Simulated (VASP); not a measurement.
# Yb (I4/mmm) in VASP: notebook, part 2 of 2

VASP 6.6.1. The steps go on from the part before.

**3. Single point, PBE (engineering shear strain xz +0.0000, normal strain along z +0.0550)**

The input, INCAR:

```
  PREC = Accurate
  ENCUT = 520
  EDIFF = 1E-7
  ISMEAR = 0
  SIGMA = 0.15
  LREAL = False
  LASPH = True
  NELM = 100
  ALGO = Fast
  ISIF = 2
  LWAVE = False
  LCHARG = True
  GGA = PE
  LELF = True
  LVHAR = True
  NBANDS = 18
```

The input, KPOINTS:

```
regular mesh
0
Gamma
  14 14 14
```

The input, POSCAR:

```
Yb
1.0
    0.0000000000      2.6117894455      2.7554378650
    2.6117894455      0.0000000000      2.7554378650
    2.6117894455      2.6117894455      0.0000000000
Yb
1
Direct
    0.0000000000      0.0000000000      0.0000000000
```

Potentials or basis: VASP PAW PBE potentials, release 64 (Yb).

Launch:

```sh
$ cat potpaw_PBE.64/Yb/POTCAR > POTCAR
$ mpirun -np 1 vasp_std > vasp.out
```

OUTCAR:

```text
PREC = Accurate
   ENCUT = 520
   EDIFF = 1E-7
   ISMEAR = 0
   LREAL = False
   LASPH = True
   NELM = 100
   ISIF = 2
   GGA = PE

 ion  position               nearest neighbor table
   1  0.000  0.000  0.000-

  LATTYP: Found a body centered tetragonal cell.
 ALAT       =     3.6936280559
 C/A-ratio  =     1.4919953083

  Lattice vectors:

 A1 = (  -2.6117894455,   0.0000000000,   2.7554378650)
 A2 = (   2.6117894455,   0.0000000000,   2.7554378650)
 A3 = (   0.0000000000,   2.6117894455,  -2.7554378650)

Analysis of symmetry for initial positions (statically):
=====================================================================
 Subroutine PRICEL returns:
 Original cell was already a primitive cell.

 Routine SETGRP: Setting up the symmetry group for a
 body centered tetragonal supercell.

 Subroutine GETGRP returns: Found 16 space group operations
 (whereof 16 operations were pure point group operations)
 out of a pool of 16 trial point group operations.

The static configuration has the point symmetry D_4h.

Analysis of symmetry for dynamics (positions and initial velocities):
[... 146 lines left out ...]
   NGX = 15   NGY = 15   NGZ = 13

 number of electron      23.9999994 magnetization

 Free energy of the ion-electron system (eV)
  ---------------------------------------------------
  ext. energy  EPLUGINS =         0.00000000
  ---------------------------------------------------
  free energy    TOTEN  =        -3.56258110 eV

  energy without entropy =       -3.54704948  energy(sigma->0) =       -3.55481529

 E-fermi :   1.4635     XC(G=0):  -9.2468

 val. band max:        1.4554349961   @ k =  -0.2143   0.5000   0.2857
 cond. band min:       1.4685591927   @ k =  -0.2857   0.4286   0.1429
 fundamental gap:      0.0131241966
 Fermi energy:         1.4635259020

 k-point     1 :       0.0000    0.0000    0.0000
  band No.  band energies     occupation
      1     -50.3151      2.00000
      2     -22.5326      2.00000
      3     -22.5283      2.00000
      4     -22.5283      2.00000
      5      -3.6232      2.00000
      6       0.9941      1.99999
[... 481 lines left out ...]
      5      -2.1558      2.00000
      6       1.0182      1.99997
[... 10 lines left out ...]
     17       7.0096      0.00000
     18      11.1308      0.00000

 [... further k-points ...]
[... 5 lines left out ...]
  --------------------------------------------------------------------------------------
  -------------------------------------------------------------------------------------
  Total       -0.2394276     -0.2394276     -0.3831291      0.0000000      0.0000000     -0.0000000
  in kB      -10.2044089    -10.2044089    -16.3289683      0.0000000      0.0000000     -0.0000000
  external PRESSURE =     -12.2459287 kB  Pullay stress =       0.0000000 kB

 VOLUME and BASIS-vectors are now :
 -----------------------------------------------------------------------------
  energy-cutoff  :      520.00
  volume of cell :       37.59
      direct lattice vectors                 reciprocal lattice vectors
     0.000000000  2.611789445  2.755437865    -0.191439628  0.191439628  0.181459363
     2.611789445  0.000000000  2.755437865     0.191439628 -0.191439628  0.181459363
     2.611789445  2.611789445  0.000000000     0.191439628  0.191439628 -0.181459363

 POSITION                                       TOTAL-FORCE (eV/Angst)
 -----------------------------------------------------------------------------------
      0.00000      0.00000      0.00000        -0.000000      0.000000      0.000000
 -----------------------------------------------------------------------------------
    total drift:                               -0.000000     -0.000000     -0.000000

  FREE ENERGIE OF THE ION-ELECTRON SYSTEM (eV)
  ---------------------------------------------------
  free  energy   TOTEN  =        -3.5625811006 eV

  energy  without entropy=       -3.5470494769  energy(sigma->0) =       -3.55481529
```

OSZICAR:

```text
N       E                     dE             d eps       ncg     rms          rms(c)
DAV:   1     0.120394107367E+03    0.12039E+03   -0.87097E+03 11072   0.902E+03
DAV:   2     0.129690978677E+02   -0.10743E+03   -0.10381E+03 11000   0.544E+02
DAV:   3    -0.132489204126E+01   -0.14294E+02   -0.14121E+02 12950   0.119E+02
[... 42 lines left out ...]
RMM:  46    -0.356258062508E+01   -0.18024E-06   -0.16856E-06 11508   0.293E-02    0.766E-04
RMM:  47    -0.356258077662E+01   -0.15154E-06   -0.13785E-06 11404   0.274E-02    0.818E-04
RMM:  48    -0.356258090363E+01   -0.12701E-06   -0.11841E-06 11241   0.240E-02    0.450E-04
RMM:  49    -0.356258101017E+01   -0.10654E-06   -0.97652E-07 11127   0.224E-02    0.471E-04
RMM:  50    -0.356258110064E+01   -0.90468E-07   -0.83711E-07 10922   0.197E-02
   1 F= -.35625811E+01 E0= -.35548153E+01  d E =-.155316E-01
```

stdout:

```text
POSCAR found type information on POSCAR Yb
 POSCAR found :  1 types and       1 ions
 scaLAPACK will be used
 LDA part: xc-table for (Slater+PW92), standard interpolation
 POSCAR, INCAR and KPOINTS ok, starting setup
 FFT: planning ... GRIDC
 FFT: planning ... GRID_SOFT
 FFT: planning ... GRID
 WAVECAR not read
[... 90 lines left out ...]
WARNING in EDDRMM: call to ZHEGV failed, returncode =   6  3      2
WARNING in EDDRMM: call to ZHEGV failed, returncode =   6  3      4
WARNING in EDDRMM: call to ZHEGV failed, returncode =   6  3      3
WARNING in EDDRMM: call to ZHEGV failed, returncode =   8  4      2
WARNING in EDDRMM: call to ZHEGV failed, returncode =   8  4      2
WARNING in EDDRMM: call to ZHEGV failed, returncode =   6  3      4
WARNING in EDDRMM: call to ZHEGV failed, returncode =   6  3      3
WARNING in EDDRMM: call to ZHEGV failed, returncode =   8  4      2
WARNING in EDDRMM: call to ZHEGV failed, returncode =   6  3      2
WARNING in EDDRMM: call to ZHEGV failed, returncode =   6  3      2
```

Run time: 7.2 min. Hardware: 1 thread of Intel Xeon Platinum 8488C (Sapphire Rapids), shared host; peak memory 0.34 GiB.

Results:

```yaml
Free_energy: -3.5626 eV
Pressure: -1.2 GPa
Band_gap_on_the_k_mesh: zero (band 12 reaches 1.48 eV, above the bottom of band 13 at 1.43 eV)
```

Caveat: the cell differs from its parent crystal (engineering shear strain xz +0.0000, normal strain along z +0.0550); spin-orbit coupling is left out, which moves the levels of the heavy elements. Spin polarisation is off, so any magnetic state and its effect on volume and gap are missing.
